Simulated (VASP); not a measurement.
# Ir (P6_3/mmc) in VASP: a series of runs

Runs on Ir. Level: revPBE. Tasks: relaxation of cell and atoms, single point.

All numbers are computed with VASP 6.6.1; they aren't measurements. Logs are shortened: lines on timing, memory, paths and dates and some standing lists are left out, and cuts for length are marked.

### 1 The cell of the first run

Symmetry: P6_3/mmc, No. 194, hexagonal system. The conventional cell has a = 2.715 Å, b = 2.715 Å, c = 4.433 Å, α = 90.00°, β = 90.00°, γ = 120.00°. Ir (site symmetry -6m2) has 12 Ir at 2.71 Å within 3.6 Å.

### 2 Relaxation of cell and atoms, revPBE

Input file INCAR:

```
SYSTEM = Ir
PREC = Accurate
ENCUT = 600
EDIFF = 1E-7
ISMEAR = -1
SIGMA = 0.1
LREAL = .False.
LASPH = .True.
NELM = 60
ALGO = Normal
ISIF = 3
LWAVE = .False.
LCHARG = .False.
GGA = RE
IBRION = 2
NSW = 80
EDIFFG = -0.01
```

Input file KPOINTS:

```
regular mesh
0
Gamma
  13 13 7
  0 0 0
```

Input file POSCAR:

```
Ir
1.0
    2.7148619862      0.0000000000      0.0000000000
   -1.3574309931      2.3511394478      0.0000000000
    0.0000000000      0.0000000000      4.4333696235
Ir
2
Direct
    0.3333333333      0.6666666667      0.2500000000
    0.6666666667      0.3333333333      0.7500000000
```

Potentials or basis: VASP PAW PBE potentials, release 64 (Ir).

On the command line:

```sh
cat potpaw_PBE.64/Ir/POTCAR > POTCAR
mpirun -np 1 vasp_std > vasp.out
```

OUTCAR:

```text
SYSTEM = Ir
   PREC = Accurate
   ENCUT = 600
   EDIFF = 1E-7
   ISMEAR = -1
   LREAL = .False.
   LASPH = .True.
   NELM = 60
   ISIF = 3
   GGA = RE
   IBRION = 2
   NSW = 80
   EDIFFG = -0.01

 ion  position               nearest neighbor table
   1  0.333  0.667  0.250-   2 2.71   2 2.71   2 2.71   2 2.71   2 2.71   2 2.71
   2  0.667  0.333  0.750-   1 2.71   1 2.71   1 2.71   1 2.71   1 2.71   1 2.71

  LATTYP: Found a hexagonal cell.
 ALAT       =     2.7148619862
 C/A-ratio  =     1.6330000000

  Lattice vectors:

 A1 = (   2.7148619862,   0.0000000000,   0.0000000000)
 A2 = (  -1.3574309931,   2.3511394478,   0.0000000000)
 A3 = (   0.0000000000,   0.0000000000,   4.4333696235)

Analysis of symmetry for initial positions (statically):
=====================================================================
 Subroutine PRICEL returns:
 Original cell was already a primitive cell.

 Routine SETGRP: Setting up the symmetry group for a
 hexagonal supercell.

 Subroutine GETGRP returns: Found 24 space group operations
 (whereof 12 operations were pure point group operations)
 out of a pool of 24 trial point group operations.

The static configuration has the point symmetry D_3d.
 The point group associated with its full space group is D_6h.

Analysis of symmetry for dynamics (positions and initial velocities):
=====================================================================
 Subroutine PRICEL returns:
 Original cell was already a primitive cell.

 Routine SETGRP: Setting up the symmetry group for a
 hexagonal supercell.

 Subroutine GETGRP returns: Found 24 space group operations
 (whereof 12 operations were pure point group operations)
 out of a pool of 24 trial point group operations.

The dynamic configuration has the point symmetry D_3d.
 The point group associated with its full space group is D_6h.

 Subroutine INISYM returns: Found 24 space group operations
 (whereof 12 operations are pure point group operations),
 and found     1 'primitive' translations

----------------------------------------------------------------------------------------

                                     Primitive cell

  volume of cell :      28.2983

  direct lattice vectors                    reciprocal lattice vectors
     2.714861986  0.000000000  0.000000000     0.368342850  0.212662843  0.000000000
    -1.357430993  2.351139448  0.000000000     0.000000000  0.425325687  0.000000000
     0.000000000  0.000000000  4.433369623     0.000000000  0.000000000  0.225562063

  length of vectors
     2.714861986  2.714861986  4.433369623     0.425325687  0.425325687  0.225562063

  position of ions in fractional coordinates (direct lattice)
     0.333333333  0.666666667  0.250000000
[... 73 lines left out ...]
   LNONCOLLINEAR =      F non collinear calculations
   LSORBIT =      F    spin-orbit coupling
   LASPH  =      T    aspherical Exc in radial PAW
   ENCUT  =  600.0 eV  44.10 Ry    6.64 a.u.   5.42  5.42  8.85*2*pi/ulx,y,z
   NELM   =     60;   NELMIN=  2; NELMDL= -5     # of ELM steps
   EDIFF  = 0.1E-06   stopping-criterion for ELM
   LREAL  =      F    real-space projection
   EDIFFG = -.1E-01   stopping-criterion for IOM
   NSW    =     80    number of steps for IOM
   IBRION =      2    ionic relax: 0-MD 1-quasi-New 2-CG
   NFREE  =      1    steps in history (QN), initial steepest desc. (CG)
   ISIF   =      3    stress and relaxation
   ISYM   =      2    0-nonsym 1-usesym 2-fastsym
   POTIM  = 0.5000    time-step for ionic-motion
   TEBEG  =    0.0;   TEEND  =   0.0 temperature during run
   PSTRESS=    0.0 pullay stress
   NELECT =      18.0000    total number of electrons
   NUPDOWN=      -1.0000    fix difference up-down
   EMIN   =  10.00;   EMAX   =-10.00  energy-range for DOS
   EFERMI =   0.00;   METHOD = LEGACY
   ISMEAR =    -1;   SIGMA  =   0.10  broadening in eV -4-tet -1-fermi 0-gaus
   EFERMI_NEDOS =   21; number of points for ismear=-14 and -15
   IALGO  =     38    algorithm
   IMIX   =      4    mixing-type and parameters
     AMIX     =   0.40;   BMIX     =  1.00
     AMIX_MAG =   1.60;   BMIX_MAG =  1.00
  volume/ion in A,a.u.               =      14.15        95.48
  Fermi-wavevector in a.u.,A,eV,Ry     =   1.407923  2.660589 26.970118  1.982248
  Thomas-Fermi vector in A             =   2.530133
   LORBIT       =      0    0 simple, 1 ext, 2 COOP (PROOUT), +10 PAW based schemes
   GGA     = RE    functional components
   LHFCALC =     F    Hartree Fock is set to
   AEXX    =    0.0000 exact exchange contribution
   IVDW    =     0    specifies the selected vdW correction
   LEPSILON=     F    determine dielectric tensor
   LRPA    =     F    only Hartree local field effects (RPA)
 conjugate gradient relaxation of ions
 non-spin polarized calculation
  energy-cutoff  :      600.00
  volume of cell :       28.30
 maximum number of plane-waves:       966
 NGX is ok and might be reduce to    24
   NGX = 11   NGY = 11   NGZ = 17

--------------------------------------- Ionic step        1  -------------------------------------------

 number of electron      18.0000001 magnetization

 Free energy of the ion-electron system (eV)
  ---------------------------------------------------
  ext. energy  EPLUGINS =         0.00000000
  ---------------------------------------------------
  free energy    TOTEN  =       -16.47345907 eV

  energy without entropy =      -16.38974812  energy(sigma->0) =      -16.43160360

 E-fermi :  10.5876     XC(G=0): -13.9598

 val. band max:       10.5732558109   @ k =   0.3846   0.0000   0.0000
 cond. band min:      10.5913079601   @ k =   0.3846   0.2308   0.2857
 fundamental gap:      0.0180521491
 Fermi energy:        10.5876406829

 k-point     1 :       0.0000    0.0000    0.0000
  band No.  band energies     occupation
      1      -0.6453      2.00000
      2       2.3720      2.00000
      3       6.5562      2.00000
      4       6.7274      2.00000
      5       6.7274      2.00000
      6       7.3711      2.00000
      7       7.3711      2.00000
      8       8.2520      2.00000
      9       8.2520      2.00000
     10       9.6880      1.99975
     11      10.8561      0.12781
     12      10.8561      0.12781
     13      17.5897      0.00000
[... 655 lines left out ...]
--------------------------------------- Ionic step        9  -------------------------------------------

 number of electron      17.9999998 magnetization

 Free energy of the ion-electron system (eV)
  ---------------------------------------------------
  ext. energy  EPLUGINS =         0.00000000
  ---------------------------------------------------
  free energy    TOTEN  =       -16.52551064 eV

  energy without entropy =      -16.43558238  energy(sigma->0) =      -16.48054651

 E-fermi :   9.8981     XC(G=0): -13.7193

 val. band max:        9.8816966122   @ k =   0.3846   0.0000   0.1429
 cond. band min:       9.9051673574   @ k =   0.3846   0.2308   0.2857
 fundamental gap:      0.0234707452
 Fermi energy:         9.8980991421

 k-point     1 :       0.0000    0.0000    0.0000
  band No.  band energies     occupation
      1      -0.8997      2.00000
      2       2.1234      2.00000
      3       6.1711      2.00000
      4       6.2707      2.00000
      5       6.2707      2.00000
      6       6.8866      2.00000
      7       6.8866      2.00000
      8       7.6445      2.00000
      9       7.6445      2.00000
     10       9.1784      1.99850
     11      10.1417      0.16090
     12      10.1417      0.16090
     13      16.6198      0.00000
[... 397 lines left out ...]
  FREE ENERGIE OF THE ION-ELECTRON SYSTEM (eV)
  ---------------------------------------------------
  free  energy   TOTEN  =       -16.5255106442 eV

  energy  without entropy=      -16.4355823767  energy(sigma->0) =      -16.48054651

 reached required accuracy - stopping structural energy minimisation
```

CONTCAR:

```text
Ir
   1.00000000000000
     2.7577518744366576    0.0000000000000000    0.0000000000000000
    -1.3788759372183288    2.3882831805775702   -0.0000000000000000
    -0.0000000000000000    0.0000000000000000    4.4725970216140620
  Ir
     2
Direct
     0.3333333332999970    0.6666666667000030    0.2500000000000000
     0.6666666667000030    0.3333333332999970    0.7500000000000000

  0.00000000E+00  0.00000000E+00  0.00000000E+00
  0.00000000E+00  0.00000000E+00  0.00000000E+00
```

It took 2.1 min on 1 thread of Intel Xeon Platinum 8488C (Sapphire Rapids), shared host; peak memory 0.19 GiB.

What came out:

```
Free energy                            : -16.5255 eV
Relaxed volume                         : 14.73 Å³/atom
Relaxed cell                           : a = 2.758 Å, b = 2.758 Å, c = 4.473 Å, α = 90.00°, β = 90.00°, γ = 120.00°
Space group after relaxing (to 0.05 Å) : P6_3/mmc (No. 194)
Energy gained by relaxing              : 26.0 meV/atom
Ionic steps                            : 9
Pressure after relaxing                : 0.0 GPa
Band gap on the k mesh                 : zero (band 9 reaches 10.78 eV, above the bottom of band 10 at 7.61 eV)
```

Step by step:
```
step  energy change (eV)  largest force (eV/Å)  pressure (GPa)  volume (Å³)
   1              0.0000                0.0000           14.78        28.30
   2              0.4823                0.0000          -32.46        33.99
   3             -0.0514                0.0000           -0.91        29.54
   4             -0.0516                0.0000           -0.11        29.47
   5             -0.0516                0.0000            0.16        29.44
   6             -0.0520                0.0000            0.22        29.44
   7             -0.0520                0.0000            0.21        29.44
   8             -0.0520                0.0000           -0.56        29.51
   9             -0.0521                0.0000            0.02        29.46
```

Final structure:
```cif
data_structure
_symmetry_space_group_name_H-M 'P 1'
_symmetry_Int_Tables_number 1
_cell_length_a 2.7578
_cell_length_b 2.7578
_cell_length_c 4.4726
_cell_angle_alpha 90.000
_cell_angle_beta 90.000
_cell_angle_gamma 120.000
_cell_volume 29.46
loop_
_atom_site_label
_atom_site_type_symbol
_atom_site_fract_x
_atom_site_fract_y
_atom_site_fract_z
_atom_site_occupancy
Ir1 Ir 0.33333 0.66667 0.25000 1
Ir2 Ir 0.66667 0.33333 0.75000 1
```

Caveat: the PAW data sets were made with another functional, which shifts forces and pressure a little; spin-orbit coupling is left out, which moves the levels of the heavy elements.

### 3 Single point, revPBE

This run uses another cell than the first one, of 14.71 Å³/atom, 1.040 times its volume.

Input file INCAR:

```
PREC = Accurate ; ENCUT = 520
EDIFF = 1E-7 ; ISMEAR = -1
SIGMA = 0.1 ; LREAL = F
LASPH = T ; NELM = 60
ALGO = Normal ; ISIF = 2
LWAVE = F ; LCHARG = T
GGA = RE ; LELF = T
LVHAR = T ; NBANDS = 16
```

Input file KPOINTS:

```
regular mesh
0
Gamma
  21 21 12
```

Input file POSCAR:

```
Ir
1.0
    2.7566050932      0.0000000000      0.0000000000
   -1.3783025466      2.3872900389      0.0000000000
    0.0000000000      0.0000000000      4.4702982130
Ir
2
Direct
    0.3333333333      0.6666666667      0.2500000000
    0.6666666667      0.3333333333      0.7500000000
```

Potentials or basis: VASP PAW PBE potentials, release 64 (Ir).

On the command line:

```sh
cat potpaw_PBE.64/Ir/POTCAR > POTCAR
mpirun -np 1 vasp_std > vasp.out
```

Run time: 2.1 min. Hardware: 1 thread of Intel Xeon 6975P-C, shared host; peak memory 0.26 GiB.

It converged, with:

```yaml
Free_energy: -16.5311 eV
Pressure: 0.3 GPa
Band_gap_on_the_k_mesh: zero (band 9 reaches 10.81 eV, above the bottom of band 10 at 7.69 eV)
```

Stress tensor (GPa, compression positive):
```
0.32 0.00 0.00
0.00 0.32 0.00
0.00 0.00 0.18
```

Levels at points of the mesh, in eV from the Fermi level:
```
           k point  band 7  band 8  band 9  band 10  band 11  band 12
(0.00, 0.00, 0.00)   -3.00   -2.25   -2.25    -0.71     0.26     0.26
(0.00, 0.00, 0.50)   -3.74   -3.74   -0.45    -0.45    -0.45    -0.45
```

Caveat: the PAW data sets were made with another functional, which shifts forces and pressure a little; spin-orbit coupling is left out, which moves the levels of the heavy elements.
